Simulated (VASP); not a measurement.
Write the native input for VASP 6.6.1 that does the following.

```
Task                   : relaxation of cell and atoms
Functional             : PBE
Potentials or basis    : VASP PAW PBE potentials, release 64 (Si, O)
Cutoff                 : 600 eV
k mesh                 : 6 × 6 × 4
Occupations            : gaussian, width 0.02 eV
Spin                   : no spin polarisation
Dipole correction      : no
Further INCAR settings : ALGO = Normal; EDIFF = 1e-06; IBRION = 2; EDIFFG = -0.01; NSW = 80; ISIF = 3
```

The structure of SiO2 lies in POSCAR:

```
SiO2
1.0
    5.0605222284      0.0000000000      0.0000000000
   -2.5302611142      4.3825408062      0.0000000000
    0.0000000000      0.0000000000      5.5413533100
Si O
3 6
Direct
    0.0000000000      0.5000000000      0.3333333333
    0.5000000000      0.5000000000      0.6666666667
    0.5000000000      0.0000000000      0.0000000000
    0.5827892600      0.7913946300      0.8333333333
    0.7913946300      0.5827892600      0.5000000000
    0.7913946300      0.2086053700      0.1666666667
    0.4172107400      0.2086053700      0.8333333333
    0.2086053700      0.4172107400      0.5000000000
    0.2086053700      0.7913946300      0.1666666667
```

The input as run:

INCAR

```
SYSTEM = SiO2
  PREC = Accurate
  ENCUT = 600
  EDIFF = 1E-6
  ISMEAR = 0
  SIGMA = 0.02
  LREAL = .FALSE.
  LASPH = .TRUE.
  NELM = 80
  ALGO = Normal
  ISIF = 3
  LWAVE = .FALSE.
  LCHARG = .FALSE.
  GGA = PE
  IBRION = 2
  NSW = 80
  EDIFFG = -0.01
```

KPOINTS

```
Automatic mesh
0
G
  6 6 4
  0 0 0
```

Potentials or basis: VASP PAW PBE potentials, release 64 (Si, O).

Run with:

```console
$ cat potpaw_PBE.64/Si/POTCAR potpaw_PBE.64/O/POTCAR > POTCAR
$ mpirun -np 1 vasp_std > vasp.out
```

Results of the run:

```yaml
Relaxed_volume: 14.00 Å³/atom
Relaxed_cell: a = 5.103 Å, b = 5.103 Å, c = 5.588 Å, α = 90.00°, β = 90.00°, γ = 120.00°
Space_group_after_relaxing_to_0.1_Å: P6_422 (No. 181)
Energy_gained_by_relaxing: 5.4 meV/atom
Ionic_steps: 3
Pressure_after_relaxing: 0.0 GPa
Largest_force_after_relaxing: 0.007 eV/Å
Band_gap_on_the_k_mesh: 5.56 eV (least direct gap 5.73 eV)
```

Wall time 7 min on 1 thread of Intel Xeon 8259CL (shared host), peak memory 0.26 GiB.
